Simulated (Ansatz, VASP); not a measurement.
# One calculation of SiC, two programs

INCAR

```
SYSTEM = SiC
PREC = Accurate
ENCUT = 520
EDIFF = 1E-6
ISMEAR = 0
SIGMA = 0.05
LREAL = .FALSE.
LASPH = .TRUE.
NELM = 60
ALGO = Normal
ISIF = 2
LWAVE = .FALSE.
LCHARG = .TRUE.
GGA = PE
LELF = .TRUE.
LVHAR = .TRUE.
NBANDS = 11
```

KPOINTS

```
Automatic mesh
0
G
  12 12 12
  0 0 0
```

Contents of POSCAR:

```
SiC
1.0
    0.0000000000      2.2125308268      2.2125308268
    2.2125308268      0.0000000000      2.2125308268
    2.0989542444      2.0989542444      0.1135765824
Si C
1 1
Direct
    0.0000000000      0.0000000000      0.0000000000
    0.7500000000      0.7500000000      0.7500000000
```

Input for Ansatz:

```yaml
crystal:
  lattice:
    - [0.0, 2.2125308268, 2.2125308268]
    - [2.2125308268, 0.0, 2.2125308268]
    - [2.0989542444, 2.0989542444, 0.1135765824]
  atoms:
    - { symbol: Si, position: [0.0, 0.0, 0.0] }
    - { symbol: C, position: [0.75, 0.75, 0.75] }
basis:
  ecutwfc: 520.0
kpoints:
  mp_grid: { grid: [12, 12, 12] }
hamiltonian:
  xc: pbe
scf:
  occupations: { method: gaussian, width: 0.05 }
output:
  forces: true
  stress: true
  eigenvalues: true
```

Alike in both runs: task single point; functional PBE; k mesh 12 × 12 × 12; occupations gaussian, width 0.05 eV; no spin polarisation.

|  | VASP | Ansatz |
| --- | --- | --- |
| version | VASP 6.6.1 | Ansatz 0.2.0 |
| potentials or method | VASP PAW PBE potentials, release 64 (Si, C), cutoff 520 eV | scalar-relativistic, plane waves, PAW |
| valence electrons in the cell | 8 | 8 |

|  | VASP | Ansatz | Ansatz less VASP |
| --- | --- | --- | --- |
| gap on the k mesh at the Fermi level (eV) | 0.97 | 0.97 | +0.008 |
| least direct gap on the mesh (eV) | 3.97 | 3.98 | +0.007 |
| pressure (GPa) | 13.7 | 13.8 | +0.08 |
| traceless stress, the component that is largest in VASP (GPa) | 17.12 | 17.07 | -0.052 |
| rms of the force components (eV/Å) | 0.767 | 0.769 | +0.0013 |

Atom by atom the forces differ by 0.001 eV/Å (rms over components). With one functional, cell and mesh, what is left measures potentials, basis and numerics.
